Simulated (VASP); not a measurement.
# CuO (P-1) in VASP: a series of runs, part 2 of 2

VASP 6.6.1. Earlier steps stand in the parts before.

## 3. Single point, PBE, collinear spin

File INCAR:

```
PREC     = Accurate       # precision mode
ENCUT    = 600            # plane-wave cutoff, eV
EDIFF    = 1E-6           # SCF threshold, eV
ISMEAR   = 0              # smearing method
SIGMA    = 0.1            # smearing width, eV
LREAL    = False          # projectors in reciprocal space
LASPH    = True           # aspherical terms in the spheres
NELM     = 200            # most SCF steps
ALGO     = Normal         # electronic algorithm
ISIF     = 2              # what is computed and relaxed
LWAVE    = False          # write WAVECAR
LCHARG   = False          # write CHGCAR
ISPIN    = 2              # spin polarisation
MAGMOM   = -1 1 0 0       # initial moments
LORBIT   = 11             # projections on sites
LMAXMIX  = 4              # l up to which the mixer works
GGA      = PE             # functional
NBANDS   = 29             # bands
GGA_COMPAT= False
```

File KPOINTS:

```
regular mesh
0
Gamma
  6 6 4
```

File POSCAR:

```
CuO
1.0
    2.8795009639      0.0000000000      0.0000000000
    0.0390727580      2.8792794796      0.0000000000
    0.0174953863      0.0172449008      5.1763391994
Cu O
2 2
Direct
    0.5000000000      0.0000000000      0.5000000000
    0.0000000000      0.5000000000      0.0000000000
    0.0015760300      0.9983282200      0.2501129000
    0.9984239700      0.0016717800      0.7498871000
```

Potentials or basis: VASP PAW PBE potentials, release 64 (Cu, O).

Started as:

```console
> cat potpaw_PBE.64/Cu/POTCAR potpaw_PBE.64/O/POTCAR > POTCAR
> mpirun -np 1 vasp_std > vasp.out
```

OUTCAR:

```text
PREC = Accurate
   ENCUT = 600
   EDIFF = 1E-6
   ISMEAR = 0
   LREAL = False
   LASPH = True
   NELM = 200
   ISIF = 2
   ISPIN = 2
   LORBIT = 11
   GGA = PE

 ion  position               nearest neighbor table
   1  0.500  0.000  0.500-   3 1.94   4 1.94   3 1.94   4 1.94
   2  0.000  0.500  0.000-   3 1.94   4 1.94   4 1.94   3 1.94
   3  0.002  0.998  0.250-   1 1.94   1 1.94   2 1.94   2 1.94
   4  0.998  0.002  0.750-   1 1.94   1 1.94   2 1.94   2 1.94

  LATTYP: Found a base centered monoclinic cell.
 ALAT       =    11.1169163425
 B/A-ratio  =     0.3638182808
 C/A-ratio  =     0.4656324948
 COS(beta)  =    -0.9295148209

  Lattice vectors:

 A1 = (   2.8620055776,  -0.0172449008,  -5.1763391994)
 A2 = (   0.0215773717,   2.8620345788,  -5.1763391994)
 A3 = (   0.0174953863,   0.0172449008,   5.1763391994)

Analysis of symmetry for initial positions (statically):
=====================================================================
 Subroutine PRICEL returns:
 Original cell was already a primitive cell.

 Routine SETGRP: Setting up the symmetry group for a
 base centered monoclinic supercell.

 Subroutine GETGRP returns: Found  2 space group operations
 (whereof  2 operations were pure point group operations)
 out of a pool of  4 trial point group operations.

The static configuration has the point symmetry S_2 .

Analysis of symmetry for dynamics (positions and initial velocities):
=====================================================================
 Subroutine PRICEL returns:
 Original cell was already a primitive cell.

 Routine SETGRP: Setting up the symmetry group for a
 base centered monoclinic supercell.

 Subroutine GETGRP returns: Found  2 space group operations
 (whereof  2 operations were pure point group operations)
 out of a pool of  4 trial point group operations.

The dynamic configuration has the point symmetry S_2 .

Analysis of structural, dynamic, and magnetic symmetry:
[... 164 lines left out ...]

 E-fermi :   5.2881     XC(G=0): -11.5048

 val. band max:        5.2863799194   @ k =  -0.1667   0.3333   0.5000
 cond. band min:       5.2926989716   @ k =   0.3333   0.1667   0.5000
 fundamental gap:      0.0063190522
 Fermi energy:         5.2881063220

 spin component 1

 k-point     1 :       0.0000    0.0000    0.0000
  band No.  band energies     occupation
      1     -14.7441      1.00000
      2     -13.4397      1.00000
      3      -3.1073      1.00000
      4      -0.2806      1.00000
      5      -0.2526      1.00000
      6       1.3948      1.00000
[... 757 lines left out ...]
     28      23.2832      0.00000
     29      25.6972      0.00000

 [... further k-points ...]

 spin component 2

 k-point     1 :       0.0000    0.0000    0.0000
  band No.  band energies     occupation
      1     -14.7441      1.00000
      2     -13.4397      1.00000
      3      -3.1073      1.00000
      4      -0.2807      1.00000
      5      -0.2525      1.00000
      6       1.3948      1.00000
[... 757 lines left out ...]
     28      23.2831      0.00000
     29      25.6971      0.00000

 [... further k-points ...]

------------------------ aborting loop because EDIFF is reached ----------------------------------------

  FORCE on cell =-STRESS in cart. coord.  units (eV):
  Direction    XX          YY          ZZ          XY          YZ          ZX
  --------------------------------------------------------------------------------------
  -------------------------------------------------------------------------------------
  Total        1.8177566      1.8046948      1.5205357     -0.0056305      0.0042550      0.0003153
  in kB       67.8613559     67.3737261     56.7653624     -0.2102011      0.1588514      0.0117715
  external PRESSURE =      64.0001481 kB  Pullay stress =       0.0000000 kB

 VOLUME and BASIS-vectors are now :
 -----------------------------------------------------------------------------
  energy-cutoff  :      600.00
  volume of cell :       42.92
      direct lattice vectors                 reciprocal lattice vectors
     2.879500964  0.000000000  0.000000000     0.347282398 -0.004712735 -0.001158071
     0.039072758  2.879279480  0.000000000     0.000000000  0.347309112 -0.001157055
     0.017495386  0.017244901  5.176339199     0.000000000  0.000000000  0.193186722

 POSITION                                       TOTAL-FORCE (eV/Angst)
 -----------------------------------------------------------------------------------
      1.44850      0.00862      2.58817         0.000000     -0.000000      0.000000
      0.01954      1.43964      0.00000         0.000000     -0.000000      0.000000
      0.04792      2.87878      1.29467        -0.003898      0.005551     -0.009932
      2.88815      0.01775      3.88167         0.003898     -0.005551      0.009932
 -----------------------------------------------------------------------------------
    total drift:                                0.000000     -0.000000     -0.000000

  FREE ENERGIE OF THE ION-ELECTRON SYSTEM (eV)
  ---------------------------------------------------
  free  energy   TOTEN  =       -19.7060829065 eV

  energy  without entropy=      -19.6972549602  energy(sigma->0) =      -19.70166893

 total charge

# of ion       s       p       d       tot
------------------------------------------
    1        0.400   0.409   9.129   9.938
    2        0.399   0.408   9.129   9.937
    3        1.574   3.394   0.000   4.968
    4        1.574   3.394   0.000   4.968
--------------------------------------------------
tot          3.948   7.604  18.259  29.810

 magnetization (x)

# of ion       s       p       d       tot
------------------------------------------
    1        0.000   0.000  -0.000  -0.000
    2       -0.000  -0.000   0.000   0.000
    3       -0.000  -0.000   0.000  -0.000
    4       -0.000  -0.000   0.000  -0.000
--------------------------------------------------
tot         -0.000  -0.000  -0.000  -0.000
```

Wall time 9.4 min (1 thread of Oxide Virtual Turin-like, shared host); peak memory 0.26 GiB.

Results:

```yaml
Free_energy: -19.7061 eV
Pressure: 6.4 GPa
Largest_force: 0.012 eV/Å
Band_gap_on_the_k_mesh: zero (filled and empty bands overlap)
Net_moment: 0.00 μB per cell
Valence_electrons_inside_the_program's_atomic_spheres: Cu 9.94; O 4.97
```

Forces in eV/Å, atoms in the order of the input:
```
Cu   0.000  0.000  0.000
Cu   0.000  0.000  0.000
O   -0.004  0.006 -0.010
O    0.004 -0.006  0.010
```

Levels at points of the mesh, in eV from the Fermi level:
Spin up:
```tsv
k point	band 13	band 14	band 15	band 16	band 17	band 18	band 19	band 20	band 21	band 22
(0.00, 0.00, 0.00)	-2.49	-2.46	-2.38	-2.08	0.64	0.67	1.49	6.20	7.34	13.66
(0.50, 0.00, 0.00)	-2.33	-1.98	-1.63	-1.54	0.20	0.43	3.51	6.04	6.63	11.16
(0.00, 0.50, 0.00)	-2.32	-1.98	-1.63	-1.55	0.20	0.44	3.51	6.03	6.63	11.16
(0.50, 0.50, 0.00)	-2.41	-2.40	-1.64	-1.22	-1.21	1.16	2.15	7.13	9.89	10.15
(0.00, 0.00, 0.50)	-2.42	-2.41	-1.58	-1.58	0.08	0.08	3.58	3.58	11.59	11.60
(0.50, 0.00, 0.50)	-2.49	-2.45	-2.08	-1.88	-0.14	0.66	4.24	5.97	8.39	9.06
(0.00, 0.50, 0.50)	-2.48	-2.45	-2.08	-1.88	-0.14	0.67	4.25	5.97	8.39	9.07
(0.50, 0.50, 0.50)	-2.04	-2.04	-1.44	-1.44	-0.49	-0.49	4.00	4.00	10.81	10.82
```
Spin down:
```tsv
k point	band 14	band 15	band 16	band 17	band 18	band 19	band 20	band 21
(0.00, 0.00, 0.00)	-2.46	-2.38	-2.08	0.64	0.67	1.49	6.20	7.34
(0.50, 0.00, 0.00)	-1.98	-1.63	-1.54	0.20	0.43	3.51	6.04	6.63
(0.00, 0.50, 0.00)	-1.98	-1.63	-1.55	0.20	0.44	3.51	6.03	6.63
(0.50, 0.50, 0.00)	-2.40	-1.64	-1.22	-1.21	1.16	2.15	7.13	9.89
(0.00, 0.00, 0.50)	-2.41	-1.58	-1.58	0.08	0.08	3.58	3.58	11.59
(0.50, 0.00, 0.50)	-2.45	-2.08	-1.88	-0.14	0.66	4.24	5.97	8.39
(0.00, 0.50, 0.50)	-2.45	-2.08	-1.88	-0.14	0.67	4.25	5.97	8.39
(0.50, 0.50, 0.50)	-2.04	-1.44	-1.44	-0.49	-0.49	4.00	4.00	10.81
```

Caveat: the k points lie up to 0.36 Å⁻¹ apart, too coarse for converged energies and pressures of a metal; semilocal functionals often make such compounds metallic where correlation or magnetic order opens a gap, which also shifts bond lengths. With open d or f shells a metallic result of PBE can be an artefact of self-interaction; +U or a hybrid may open a gap.

## 4. Single point, PBE

File INCAR:

```
PREC = Accurate
ENCUT = 600
EDIFF = 1E-6
ISMEAR = 0
SIGMA = 0.1
LREAL = F
LASPH = T
NELM = 120
ALGO = Normal
ISIF = 2
LWAVE = F
LCHARG = F
GGA = PE
NBANDS = 25
GGA_COMPAT = F
```

File KPOINTS:

```
regular mesh
0
Gamma
  14 14 8
```

POSCAR is that of step 3.

Started as:

```console
> cat potpaw_PBE.64/Cu/POTCAR potpaw_PBE.64/O/POTCAR > POTCAR
> mpirun -np 1 vasp_std > vasp.out
```

Run time: 31 min. Hardware: 1 thread of Oxide Virtual Turin-like, shared host; peak memory 0.83 GiB.

The run converged. Its results:

- Free energy: -19.6942 eV
- Pressure: 6.4 GPa
- Largest force: 0.012 eV/Å
- Band gap on the k mesh: zero (bands 17 and 18 overlap by 1.12 eV)

Forces in eV/Å, atoms in the order of the input:
```
Cu   0.000  0.000  0.000
Cu   0.000  0.000  0.000
O   -0.003  0.004 -0.011
O    0.003 -0.004  0.011
```

Stress tensor (GPa, compression positive):
```
 6.86 -0.03  0.01
-0.03  6.81  0.02
 0.01  0.02  5.60
```

Levels at points of the mesh, in eV from the Fermi level:
| k point | band 15 | band 16 | band 17 | band 18 | band 19 | band 20 |
| --- | --- | --- | --- | --- | --- | --- |
| (0.00, 0.00, 0.00) | -2.37 | -2.08 | 0.64 | 0.67 | 1.49 | 6.20 |
| (0.50, 0.00, 0.00) | -1.63 | -1.54 | 0.21 | 0.43 | 3.51 | 6.04 |
| (0.00, 0.50, 0.00) | -1.63 | -1.55 | 0.21 | 0.44 | 3.52 | 6.03 |
| (0.50, 0.50, 0.00) | -1.64 | -1.22 | -1.21 | 1.17 | 2.15 | 7.13 |
| (0.00, 0.00, 0.50) | -1.58 | -1.58 | 0.08 | 0.08 | 3.58 | 3.58 |
| (0.50, 0.00, 0.50) | -2.08 | -1.88 | -0.14 | 0.66 | 4.24 | 5.97 |
| (0.00, 0.50, 0.50) | -2.08 | -1.88 | -0.14 | 0.67 | 4.25 | 5.97 |
| (0.50, 0.50, 0.50) | -1.44 | -1.44 | -0.48 | -0.48 | 4.00 | 4.00 |

Caveat: the cell stands under pressure; semilocal functionals often make such compounds metallic where correlation or magnetic order opens a gap, which also shifts bond lengths.

## 5. Summary

```tsv
spin	k mesh	gap on the mesh (eV)	pressure (GPa)	largest force (eV/Å)
off	1 × 1 × 1	-	5.2	0.02
collinear	6 × 6 × 4	none	6.4	0.01
off	14 × 14 × 8	none	6.4	0.01
```

Alike in all rows: task single point; level PBE; potentials or basis VASP PAW PBE potentials, release 64 (Cu, O); cell as given; cutoff (eV) 600; smearing gaussian 0.1 eV.

Caveats: some runs use coarse meshes; semilocal functionals often make such compounds metallic where correlation or magnetic order opens a gap, which also shifts bond lengths (at least some runs); the cell stands under pressure (at least some runs).

Total energies depend on the potentials used, so only differences within one code and one set of settings carry meaning.
